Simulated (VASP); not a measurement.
# Sc (P6_3/mmc) in VASP: further runs, part 2 of 2

VASP 6.6.1. The steps go on from the part before.

**3. Relaxation of cell and atoms, PBEsol, target pressure 10 GPa, at which the enthalpy is minimised**

INCAR reads:

```
ALGO = Normal
EDIFF = 1E-6
EDIFFG = -0.02
ENCUT = 600
GGA = PS
IBRION = 2
ISIF = 3
ISMEAR = -1
LASPH = True
LCHARG = False
LREAL = False
LWAVE = False
NELM = 60
NSW = 80
PREC = Accurate
PSTRESS = 100.0
SIGMA = 0.05
```

KPOINTS reads:

```
k-points
0
Gamma
  6 6 4
```

POSCAR reads:

```
Sc
1.0
    3.2800000000      0.0000000000      0.0000000000
   -1.6400000000      2.8405633244      0.0000000000
    0.0000000000      0.0000000000      5.3562400000
Sc
2
Direct
    0.3333333333      0.6666666667      0.2500000000
    0.6666666667      0.3333333333      0.7500000000
```

Potentials or basis: VASP PAW PBE potentials, release 64 (Sc_sv).

Started as:

```bash
$ cat potpaw_PBE.64/Sc_sv/POTCAR > POTCAR
$ mpirun -np 1 vasp_std > vasp.out
```

It took 3.3 min on 1 thread of Intel Xeon 8259CL, shared host; peak memory 0.2 GiB.

The run converged. Its results:

```
Free energy                                                : -13.0740 eV
Relaxed volume                                             : 20.62 Å³/atom
Relaxed cell                                               : a = 3.143 Å, b = 3.143 Å, c = 4.821 Å, α = 90.00°, β = 90.00°, γ = 120.00°
Space group after relaxing (to 0.1 Å)                      : P6_3/mmc (No. 194)
Energy change on relaxing (the run minimises the enthalpy) : +61.4 meV/atom
Ionic steps                                                : 8
Pressure after relaxing                                    : 10.0 GPa
Band gap on the k mesh                                     : zero (bands 11 and 12 overlap by 1.95 eV)
```

The path:
```
step  energy change (eV)  largest force (eV/Å)  pressure (GPa)  volume (Å³)
   1              0.0000                0.0000           -2.69        49.90
   2              0.5449                0.0000           21.11        36.94
   3              0.1461                0.0000           10.24        41.17
   4              0.1326                0.0000           10.28        41.14
   5              0.1315                0.0000           10.30        41.11
   6              0.1317                0.0000           10.31        41.11
   7              0.1162                0.0000            9.77        41.36
   8              0.1227                0.0000           10.00        41.25
```

Final structure:
```
Sc
1.0
     3.14315    0.00000    0.00000
    -1.57157    2.72204    0.00000
     0.00000    0.00000    4.82129
Sc
2
Direct
  0.33333 0.66667 0.25000
  0.66667 0.33333 0.75000
```

Levels at points of the mesh, in eV from the Fermi level:
```tsv
k point	band 7	band 8	band 9	band 10	band 11	band 12	band 13	band 14	band 15
(0.00, 0.00, 0.00)	-27.17	-27.11	-5.44	-1.93	1.25	1.73	1.73	2.20	2.34
(0.50, 0.00, 0.00)	-27.32	-27.24	-1.73	-1.37	-0.94	-0.24	1.38	1.61	2.26
(0.00, 0.00, 0.50)	-27.24	-27.24	-3.64	-3.64	1.13	1.13	1.61	1.61	1.61
(0.50, 0.00, 0.50)	-27.30	-27.30	-1.78	-1.78	0.08	0.08	1.68	1.68	2.72
```

Caveat: the k points lie up to 0.38 Å⁻¹ apart in the final cell, too coarse for converged energies and pressures of a metal; the cell is relaxed towards a set pressure, so the run minimises the enthalpy, not the energy; the volume moved by over 15 % at a fixed basis, so the end points are rough; the PAW data sets were made with another functional, which shifts forces and pressure a little.

**4. Relaxation of cell and atoms, PBEsol, target pressure 20 GPa, at which the enthalpy is minimised**

INCAR reads:

```
PREC = Accurate ; ENCUT = 600
EDIFF = 1E-6 ; ISMEAR = -1
SIGMA = 0.05 ; LREAL = False
LASPH = True ; NELM = 80
ALGO = Normal ; ISIF = 3
LWAVE = False ; LCHARG = False
GGA = PS ; IBRION = 2
NSW = 80 ; EDIFFG = -0.02
PSTRESS = 200.0
```

KPOINTS reads:

```
Automatic mesh
0
Gamma
  6 6 4
```

POSCAR is that of step 3.

Started as:

```bash
$ cat potpaw_PBE.64/Sc_sv/POTCAR > POTCAR
$ mpirun -np 1 vasp_std > vasp.out
```

Wall time 2.7 min (1 thread of Intel Xeon 8259CL, shared host); peak memory 0.2 GiB.

It converged, with:

| Quantity | Value |
| --- | --- |
| Free energy | -12.7172 eV |
| Relaxed volume | 18.68 Å³/atom |
| Relaxed cell | a = 3.046 Å, b = 3.046 Å, c = 4.650 Å, α = 90.00°, β = 90.00°, γ = 120.00° |
| Space group after relaxing (to 0.1 Å) | P6_3/mmc (No. 194) |
| Energy change on relaxing (the run minimises the enthalpy) | +239.8 meV/atom |
| Ionic steps | 9 |
| Pressure after relaxing | 20.0 GPa |
| Band gap on the k mesh | zero (bands 11 and 12 overlap by 2.42 eV) |

Stress tensor (GPa, compression positive):
```
19.93  0.00  0.00
 0.00 19.93  0.00
 0.00  0.00 20.17
```

Step by step:
| step | energy change (eV) | largest force (eV/Å) | pressure (GPa) | volume (Å³) |
| --- | --- | --- | --- | --- |
| 1 | 0.0000 | 0.0000 | -2.69 | 49.90 |
| 2 | 2.5799 | 0.0000 | 60.57 | 28.48 |
| 3 | 0.4542 | 0.0000 | 18.67 | 37.74 |
| 4 | 0.5102 | 0.0000 | 20.06 | 37.27 |
| 5 | 0.5390 | 0.0000 | 20.75 | 37.05 |
| 6 | 0.5278 | 0.0000 | 20.93 | 37.03 |
| 7 | 0.5277 | 0.0000 | 21.15 | 36.99 |
| 8 | 0.4294 | 0.0000 | 18.78 | 37.78 |
| 9 | 0.4795 | 0.0000 | 20.01 | 37.37 |

Final structure:
```
Sc
1.0
     3.04616    0.00000    0.00000
    -1.52308    2.63805    0.00000
     0.00000    0.00000    4.65016
Sc
2
Direct
  0.33333 0.66667 0.25000
  0.66667 0.33333 0.75000
```

Levels at points of the mesh, in eV from the Fermi level:
```tsv
k point	band 7	band 8	band 9	band 10	band 11	band 12	band 13	band 14	band 15
(0.00, 0.00, 0.00)	-26.85	-26.77	-5.55	-2.11	1.70	1.81	1.81	2.38	2.52
(0.50, 0.00, 0.00)	-27.06	-26.93	-1.76	-1.61	-1.12	-0.06	1.40	1.82	2.50
(0.00, 0.00, 0.50)	-26.94	-26.94	-3.61	-3.61	1.21	1.21	1.66	1.66	1.66
(0.50, 0.00, 0.50)	-27.03	-27.03	-1.96	-1.96	0.07	0.07	2.02	2.02	2.93
```

Caveat: the k points lie up to 0.40 Å⁻¹ apart in the final cell, too coarse for converged energies and pressures of a metal; the cell is relaxed towards a set pressure, so the run minimises the enthalpy, not the energy; the volume moved by over 15 % at a fixed basis, so the end points are rough; the PAW data sets were made with another functional, which shifts forces and pressure a little.

**5. Relaxation of cell and atoms, PBEsol, target pressure 30 GPa, at which the enthalpy is minimised**

INCAR reads:

```
SYSTEM = Sc
ALGO     = Normal         ! electronic algorithm
EDIFF    = 1E-6           ! SCF threshold, eV
EDIFFG   = -0.02          ! ionic threshold
ENCUT    = 600            ! plane-wave cutoff, eV
GGA      = PS             ! functional
IBRION   = 2              ! ionic algorithm
ISIF     = 3              ! what is computed and relaxed
ISMEAR   = -1             ! smearing method
LASPH    = .True.         ! aspherical terms in the spheres
LCHARG   = .False.        ! write CHGCAR
LREAL    = .False.        ! projectors in reciprocal space
LWAVE    = .False.        ! write WAVECAR
NELM     = 60             ! most SCF steps
NSW      = 80             ! ionic steps
PREC     = Accurate       ! precision mode
PSTRESS  = 300.0        
SIGMA    = 0.05           ! smearing width, eV
```

KPOINTS reads:

```
k-points
0
Gamma
  6 6 4
  0 0 0
```

POSCAR is that of step 4.

Started as:

```bash
$ cat potpaw_PBE.64/Sc_sv/POTCAR > POTCAR
$ mpirun -np 1 vasp_std > vasp.out
```

Run time: 3.4 min. Hardware: 1 thread of Intel Xeon 8259CL, shared host; peak memory 0.21 GiB.

The run converged. Its results:

* Free energy: -12.2656 eV
* Relaxed volume: 17.22 Å³/atom
* Relaxed cell: a = 2.958 Å, b = 2.958 Å, c = 4.546 Å, α = 90.00°, β = 90.00°, γ = 120.00°
* Space group after relaxing (to 0.1 Å): P6_3/mmc (No. 194)
* Energy change on relaxing (the run minimises the enthalpy): +465.5 meV/atom
* Ionic steps: 10
* Pressure after relaxing: 30.0 GPa
* Band gap on the k mesh: zero (bands 11 and 12 overlap by 2.58 eV)

The path:
```csv
step,energy change (eV),largest force (eV/Å),pressure (GPa),volume (Å³)
1,0.0000,0.0000,-2.69,49.90
2,6.7198,0.0000,135.32,21.42
3,0.7074,0.0000,24.57,35.87
4,0.9354,0.0000,29.61,34.51
5,0.9860,0.0000,30.70,34.24
6,0.9755,0.0000,30.81,34.23
7,0.9751,0.0000,30.93,34.22
8,0.9757,0.0000,30.94,34.21
9,0.8761,0.0000,28.86,34.75
10,0.9311,0.0000,30.00,34.45
```

Final structure:
```
CELL_PARAMETERS angstrom
2.95796 0.00000 0.00000
-1.47898 2.56167 0.00000
0.00000 0.00000 4.54619
ATOMIC_POSITIONS crystal
Sc 0.33333 0.66667 0.25000
Sc 0.66667 0.33333 0.75000
```

Levels at points of the mesh, in eV from the Fermi level:
| k point | band 9 | band 10 | band 11 | band 12 | band 13 | band 14 |
| --- | --- | --- | --- | --- | --- | --- |
| (0.00, 0.00, 0.00) | -5.61 | -2.30 | 1.86 | 1.86 | 2.02 | 2.42 |
| (0.50, 0.00, 0.00) | -1.85 | -1.78 | -1.33 | 0.16 | 1.43 | 1.93 |
| (0.00, 0.00, 0.50) | -3.58 | -3.58 | 1.21 | 1.21 | 1.72 | 1.72 |
| (0.50, 0.00, 0.50) | -2.15 | -2.15 | -0.02 | -0.02 | 2.35 | 2.35 |

Caveat: the k points lie up to 0.41 Å⁻¹ apart in the final cell, too coarse for converged energies and pressures of a metal; the cell is relaxed towards a set pressure, so the run minimises the enthalpy, not the energy; the volume moved by over 15 % at a fixed basis, so the end points are rough; the PAW data sets were made with another functional, which shifts forces and pressure a little.

**6. Summary**

| cell | gap on the mesh (eV) | pressure (GPa) |
| --- | --- | --- |
| relaxed | none | 0.0 |
| relaxed to 10 GPa | none | 10.0 |
| relaxed to 20 GPa | none | 20.0 |
| relaxed to 30 GPa | none | 30.0 |

Alike in all rows: task relaxation of cell and atoms; level PBEsol; potentials or basis VASP PAW PBE potentials, release 64 (Sc_sv); no spin polarisation; k mesh 6 × 6 × 4; cutoff (eV) 600; smearing fermi-dirac 0.05 eV.

Caveats: all runs use coarse meshes; the PAW data sets were made with another functional, which shifts forces and pressure a little; the cell is relaxed towards a set pressure, so the run minimises the enthalpy, not the energy (at least some runs); the volume moved by over 15 % at a fixed basis, so the end points are rough (at least some runs).

Absolute energies hang on the potentials; compare differences alone.
